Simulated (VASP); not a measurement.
# LuPd2O2 (I4/mmm) in VASP: single point with PBE

Aim: the single point of LuPd2O2 with PBE.

All numbers are computed with VASP 6.6.1; they aren't measurements. Logs are shortened: lines on timing, memory, paths and dates and some standing lists are left out, and cuts for length are marked.

## 1. The cell of the first run

Symmetry: I4/mmm, No. 139, tetragonal system. The conventional cell has a = 4.478 Å, b = 4.478 Å, c = 8.182 Å, α = 90.00°, β = 90.00°, γ = 90.00°. Lu (site symmetry 4/mmm) has 4 O at 2.24 Å and 2 Pd at 2.78 Å within 3.0 Å. Pd (site symmetry 4mm) has 8 O at 2.59 to 3.57 Å and 5 Pd at 2.62 to 3.49 Å and 5 Lu at 2.78 to 3.43 Å within 3.6 Å. Within 3.0 Å of O (site symmetry mmm) lie 2 Lu at 2.24 Å and 4 Pd at 2.59 Å.

The cell was generated, and may not be a known phase.

## 2. Single point, PBE, collinear spin

INCAR reads:

```
PREC = Accurate
ENCUT = 520
EDIFF = 1E-6
ISMEAR = 0
SIGMA = 0.1
LREAL = False
LASPH = True
NELM = 150
ALGO = Normal
ISIF = 2
LWAVE = False
LCHARG = False
ISPIN = 2
MAGMOM = 0 1 1 0 0
LORBIT = 11
LMAXMIX = 4
GGA = PE
NBANDS = 40
```

KPOINTS reads:

```
Automatic mesh
0
Gamma
  6 6 6
```

POSCAR reads:

```
LuPd2O2
1.0
   -2.2390312400      2.2390312400      4.0912399500
    2.2390312400     -2.2390312400      4.0912399500
    2.2390312400      2.2390312400     -4.0912399500
Lu Pd O
1 2 2
Direct
    0.5000000000      0.5000000000      0.0000000000
    0.8398936000      0.8398936000      0.0000000000
    0.1601064000      0.1601064000      0.0000000000
    0.5000000000      0.0000000000      0.5000000000
    0.0000000000      0.5000000000      0.5000000000
```

Potentials or basis: VASP PAW PBE potentials, release 64 (Lu, Pd, O).

Started as:

```bash
$ cat potpaw_PBE.64/Lu/POTCAR potpaw_PBE.64/Pd/POTCAR potpaw_PBE.64/O/POTCAR > POTCAR
$ mpirun -np 1 vasp_std > vasp.out
```

OUTCAR:

```text
PREC = Accurate
   ENCUT = 520
   EDIFF = 1E-6
   ISMEAR = 0
   LREAL = False
   LASPH = True
   NELM = 150
   ISIF = 2
   ISPIN = 2
   LORBIT = 11
   GGA = PE

 ion  position               nearest neighbor table
   1  0.500  0.500  0.000-   4 2.24   5 2.24   4 2.24   5 2.24   2 2.78   3 2.78   3 3.43   2 3.43
                             3 3.43   2 3.43   3 3.43   2 3.43   3 3.43   2 3.43
   2  0.840  0.840  0.000-   4 2.59   5 2.59   4 2.59   5 2.59   3 2.62   1 2.78   1 3.43   1 3.43
                             1 3.43   1 3.43
   3  0.160  0.160  0.000-   4 2.59   5 2.59   5 2.59   4 2.59   2 2.62   1 2.78   1 3.43   1 3.43
                             1 3.43   1 3.43
   4  0.500  0.000  0.500-   1 2.24   1 2.24   2 2.59   3 2.59   3 2.59   2 2.59
   5  0.000  0.500  0.500-   1 2.24   1 2.24   2 2.59   3 2.59   2 2.59   3 2.59

  LATTYP: Found a body centered tetragonal cell.
 ALAT       =     4.4780624800
 C/A-ratio  =     1.8272366535

  Lattice vectors:

 A1 = (  -2.2390312400,   2.2390312400,   4.0912399500)
 A2 = (   2.2390312400,  -2.2390312400,   4.0912399500)
 A3 = (   2.2390312400,   2.2390312400,  -4.0912399500)

Analysis of symmetry for initial positions (statically):
=====================================================================
 Subroutine PRICEL returns:
 Original cell was already a primitive cell.

 Routine SETGRP: Setting up the symmetry group for a
 body centered tetragonal supercell.

 Subroutine GETGRP returns: Found 16 space group operations
 (whereof 16 operations were pure point group operations)
 out of a pool of 16 trial point group operations.

The static configuration has the point symmetry D_4h.

Analysis of symmetry for dynamics (positions and initial velocities):
=====================================================================
 Subroutine PRICEL returns:
 Original cell was already a primitive cell.

 Routine SETGRP: Setting up the symmetry group for a
 body centered tetragonal supercell.

 Subroutine GETGRP returns: Found 16 space group operations
 (whereof 16 operations were pure point group operations)
 out of a pool of 16 trial point group operations.

The dynamic configuration has the point symmetry D_4h.

Analysis of structural, dynamic, and magnetic symmetry:
=====================================================================
 Subroutine PRICEL returns:
 Original cell was already a primitive cell.

 Routine SETGRP: Setting up the symmetry group for a
 body centered tetragonal supercell.

 Subroutine GETGRP returns: Found 16 space group operations
 (whereof 16 operations were pure point group operations)
[... 144 lines left out ...]
 NGX is ok and might be reduce to    40
   NGX = 19   NGY = 19   NGZ = 19

 number of electron      56.9999991 magnetization       0.0028940

 Free energy of the ion-electron system (eV)
  ---------------------------------------------------
  ext. energy  EPLUGINS =         0.00000000
  ---------------------------------------------------
  free energy    TOTEN  =       -29.42523084 eV

  energy without entropy =      -29.39832766  energy(sigma->0) =      -29.41177925

 E-fermi :   3.6278     XC(G=0): -11.1254

 val. band max:        3.6256764750   @ k =  -0.3333  -0.3333   0.1667
 cond. band min:       3.6440430205   @ k =   0.5000   0.1667  -0.0000
 fundamental gap:      0.0183665455
 Fermi energy:         3.6277947210

 spin component 1

 k-point     1 :       0.0000    0.0000    0.0000
  band No.  band energies     occupation
      1     -50.9264      1.00000
      2     -21.8491      1.00000
      3     -21.6155      1.00000
      4     -21.6155      1.00000
      5     -13.8165      1.00000
      6     -13.4559      1.00000
[... 1021 lines left out ...]
     39      13.3589      0.00000
     40      14.7999      0.00000

 [... further k-points ...]

 spin component 2

 k-point     1 :       0.0000    0.0000    0.0000
  band No.  band energies     occupation
      1     -50.9265      1.00000
      2     -21.8492      1.00000
      3     -21.6156      1.00000
      4     -21.6156      1.00000
      5     -13.8156      1.00000
      6     -13.4549      1.00000
[... 1021 lines left out ...]
     39      13.3591      0.00000
     40      14.8001      0.00000

 [... further k-points ...]

------------------------ aborting loop because EDIFF is reached ----------------------------------------

  FORCE on cell =-STRESS in cart. coord.  units (eV):
  Direction    XX          YY          ZZ          XY          YZ          ZX
  --------------------------------------------------------------------------------------
  -------------------------------------------------------------------------------------
  Total       -5.8364299     -5.8364299      0.3725796      0.0000000     -0.0000000      0.0000000
  in kB     -113.9784136   -113.9784136      7.2760280      0.0000000     -0.0000000      0.0000000
  external PRESSURE =     -73.5602664 kB  Pullay stress =       0.0000000 kB

 VOLUME and BASIS-vectors are now :
 -----------------------------------------------------------------------------
  energy-cutoff  :      520.00
  volume of cell :       82.04
      direct lattice vectors                 reciprocal lattice vectors
    -2.239031240  2.239031240  4.091239950     0.000000000  0.223310864  0.122212338
     2.239031240 -2.239031240  4.091239950     0.223310864  0.000000000  0.122212338
     2.239031240  2.239031240 -4.091239950     0.223310864  0.223310864  0.000000000

 POSITION                                       TOTAL-FORCE (eV/Angst)
 -----------------------------------------------------------------------------------
      0.00000      0.00000      4.09124         0.000000      0.000000     -0.000000
      0.00000      0.00000      6.87241        -0.000000     -0.000000      0.091893
      0.00000      0.00000      1.31007        -0.000000     -0.000000     -0.091893
      0.00000      2.23903      0.00000         0.000000      0.000000     -0.000000
      2.23903      0.00000      0.00000         0.000000      0.000000     -0.000000
 -----------------------------------------------------------------------------------
    total drift:                               -0.000000     -0.000000      0.000000

  FREE ENERGIE OF THE ION-ELECTRON SYSTEM (eV)
  ---------------------------------------------------
  free  energy   TOTEN  =       -29.4252308383 eV

  energy  without entropy=      -29.3983276616  energy(sigma->0) =      -29.41177925

 total charge

# of ion       s       p       d       f       tot
--------------------------------------------------
    1        2.236   6.106   0.835  14.111  23.288
    2        0.282   0.204   8.611   0.000   9.097
    3        0.282   0.204   8.611   0.000   9.097
    4        1.583   3.303   0.000   0.000   4.886
    5        1.583   3.303   0.000   0.000   4.886
--------------------------------------------------
tot          5.966  13.120  18.057  14.111  51.253

 magnetization (x)

# of ion       s       p       d       f       tot
--------------------------------------------------
    1       -0.000  -0.000  -0.000   0.000  -0.000
    2       -0.000  -0.000   0.001   0.000   0.001
    3       -0.000  -0.000   0.001   0.000   0.001
    4        0.000   0.000   0.000   0.000   0.000
    5        0.000   0.000   0.000   0.000   0.000
--------------------------------------------------
tot         -0.000   0.001   0.002   0.000   0.003
```

stdout:

```text
POSCAR found type information on POSCAR LuPdO
 POSCAR found :  3 types and       5 ions
 scaLAPACK will be used
 LDA part: xc-table for (Slater+PW92), standard interpolation
 POSCAR, INCAR and KPOINTS ok, starting setup
 FFT: planning ... GRIDC
 FFT: planning ... GRID_SOFT
 FFT: planning ... GRID
 WAVECAR not read
 entering main loop
```

Run time: 8.8 min. Hardware: 1 thread of Intel Xeon 8259CL, shared host; peak memory 0.4 GiB.

Results:

```yaml
Free_energy: -29.4252 eV
Pressure: -7.4 GPa
Largest_force: 0.092 eV/Å
Net_moment: 0.00 μB per cell
Valence_electrons_inside_the_program's_atomic_spheres: Lu 23.29; Pd 9.10; O 4.89
```

Forces in eV/Å, atoms in the order of the input:
```
Lu   0.000  0.000  0.000
Pd   0.000  0.000  0.092
Pd   0.000  0.000 -0.092
O    0.000  0.000  0.000
O    0.000  0.000  0.000
```

Caveat: the stress differs along the axes, from -11 to 1 GPa; spin-orbit coupling is left out, which moves the levels of the heavy elements.
